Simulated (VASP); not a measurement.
# C: single point with PBE+D3(BJ)

C, a slab with vacuum:

```
C
1.0
     9.86400    0.00000    0.00000
    -4.93200    8.54247    0.00000
     0.00000    0.00000   13.00000
C
32
Direct
  0.00497 0.99234 0.06654
  0.17206 0.08130 0.06105
  0.00757 0.25152 0.06808
  0.17240 0.33424 0.07572
  0.00183 0.49586 0.08362
  0.16855 0.58100 0.08588
  0.00189 0.74997 0.07075
  0.16858 0.82930 0.06702
  0.25418 0.99812 0.06728
  0.42049 0.08109 0.07215
  0.24663 0.24471 0.06515
  0.41632 0.33816 0.07960
  0.25447 0.49679 0.08565
  0.41860 0.58681 0.09103
  0.24763 0.74727 0.08228
  0.41376 0.83713 0.09968
  0.50382 0.99593 0.08342
  0.66860 0.08117 0.07794
  0.50632 0.25243 0.07501
  0.67197 0.33344 0.08268
  0.49863 0.50604 0.08012
  0.66793 0.58355 0.08597
  0.50088 0.75451 0.09598
  0.66686 0.83568 0.09545
  0.75093 0.00005 0.08496
  0.92074 0.07953 0.07099
  0.75658 0.24997 0.07764
  0.92172 0.33106 0.07516
  0.74848 0.49806 0.08582
  0.91696 0.58057 0.07569
  0.74259 0.74505 0.08530
  0.91650 0.82942 0.07108
```

```yaml
Program: VASP 6.6.1
Task: single point
Functional: PBE
Dispersion: D3(BJ)
Potentials_or_basis: VASP PAW PBE potentials, release 64 (C)
Cutoff: 520 eV
k_mesh: 2 × 2 × 1
Occupations: fermi-dirac, width 0.05 eV
Spin: no spin polarisation
```

```yaml
Largest_force: 3.826 eV/Å
Band_gap_on_the_k_mesh: 1.67 eV, direct
Dispersion_energy_per_atom: -0.089 eV
```

Forces in eV/Å, atoms in the order of the input:
```
C   -2.354  1.978 -0.063
C   -0.711 -1.171  0.321
C   -0.728 -1.923  0.733
C   -0.639 -1.322 -0.908
C   -0.545  1.188 -0.984
C    0.158 -0.642 -0.087
C    0.164 -1.949 -0.375
C   -1.315  1.081  0.648
C    0.624 -0.111 -0.458
C    0.089  1.234  0.325
C    2.382  2.310  1.289
C    1.503 -1.905 -1.552
C   -1.773  1.776  0.247
C   -0.421  0.755 -0.504
C    1.210  0.205  0.752
C    1.995 -2.504 -1.677
C   -2.247  2.365 -0.048
C    0.418  0.993  0.712
C   -1.755 -0.651  0.516
C   -0.460 -0.503 -0.311
C    2.451 -1.848  1.180
C   -1.591 -1.143 -0.242
C   -0.802 -0.516  0.890
C    0.036 -1.076 -0.850
C    2.202  0.363 -0.611
C   -0.078  0.663  0.146
C   -1.072 -0.696 -0.213
C   -0.223 -0.078  0.338
C    1.588  0.986 -0.797
C    0.125  0.232  1.150
C    2.739  2.666 -0.167
C   -0.971 -0.756  0.599
```

Levels at points of the mesh, in eV from the valence-band top:
| k point | band 62 | band 63 | band 64 | band 65 | band 66 | band 67 |
| --- | --- | --- | --- | --- | --- | --- |
| (0.00, 0.00, 0.00) | -1.52 | -1.40 | -1.32 | 2.42 | 2.50 | 2.62 |
| (0.50, 0.00, 0.00) | -1.51 | -0.23 | -0.09 | 1.80 | 1.89 | 2.93 |
| (0.00, 0.50, 0.00) | -1.54 | -0.16 | 0.00 | 1.67 | 1.82 | 3.00 |
| (0.50, 0.50, 0.00) | -1.51 | -0.20 | -0.07 | 1.76 | 1.88 | 2.90 |

Run time: 35 min on 1 thread of AMD EPYC 7R13, on a shared host, peak memory 1.1 GiB.
